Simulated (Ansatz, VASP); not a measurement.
One calculation of Sb, two programs

POSCAR

```
Sb
1.0
    3.1600000000      0.0000000000      0.0000000000
    0.0000000000      3.1600000000      0.0000000000
    0.0000000000      0.0000000000      3.3180000000
Sb
1
Direct
    0.0000000000      0.0000000000      0.0000000000
```

INCAR.step1

```
  PREC = Accurate
  ENCUT = 520
  ISMEAR = 0
  SIGMA = 0.15
  LREAL = False
  LASPH = True
  NELM = 80
  NBANDS = 8
  GGA = PE
  ALGO = Normal
  EDIFF = 1E-4
  LWAVE = True
  LCHARG = False
```

The input INCAR.step2:

```
  PREC = Accurate
  ENCUT = 520
  EDIFF = 1E-7
  ISMEAR = 0
  SIGMA = 0.15
  LREAL = False
  LASPH = True
  NELM = 80
  ALGO = Normal
  ISIF = 2
  LWAVE = False
  LCHARG = False
  METAGGA = R2SCAN
  LMIXTAU = True
  NBANDS = 8
  ISTART = 1
```

KPOINTS

```
Automatic mesh
0
Gamma
  16 16 16
```

Input for Ansatz:

```yaml
crystal:
  lattice:
    - [3.16, 0.0, 0.0]
    - [0.0, 3.16, 0.0]
    - [0.0, 0.0, 3.318]
  atoms:
    - { symbol: Sb, position: [0.0, 0.0, 0.0] }
basis:
  ecutwfc: 500
kpoints:
  mp_grid: { grid: [16, 16, 16] }
hamiltonian:
  xc: r2scan
scf:
  occupations: { method: gaussian, width: 0.15 }
output:
  forces: true
  stress: true
  eigenvalues: true
```

Change from the starting cell: strain +0.000 along x and y, +0.050 along z, atoms carried along.

Alike in both runs: task single point; functional r2SCAN; k mesh 16 × 16 × 16; occupations gaussian, width 0.15 eV; no spin polarisation.

|  | VASP | Ansatz |
| --- | --- | --- |
| version | VASP 6.6.1 | Ansatz 0.2.0 |
| potentials or method | VASP PAW PBE potentials, release 64 (Sb), cutoff 520 eV | scalar-relativistic, plane waves, PAW |
| valence electrons in the cell | 5 | 15 |

|  | VASP | Ansatz | Ansatz less VASP |
| --- | --- | --- | --- |
| gap on the k mesh at the Fermi level (eV) | none | none | - |
| pressure (GPa) | -5.3 | -5.3 | +0.02 |
| traceless stress, the component that is largest in VASP (GPa) | -2.19 | -2.19 | +0.003 |

VASP's potentials were made for PBE, not for r2SCAN. A gap of «none» marks a metal or a gap that the smearing closes. VASP's potentials hold 5 valence electrons a cell and Ansatz's 15, so a difference there can come from the potentials and not from the codes.

Spin-orbit coupling is off throughout.
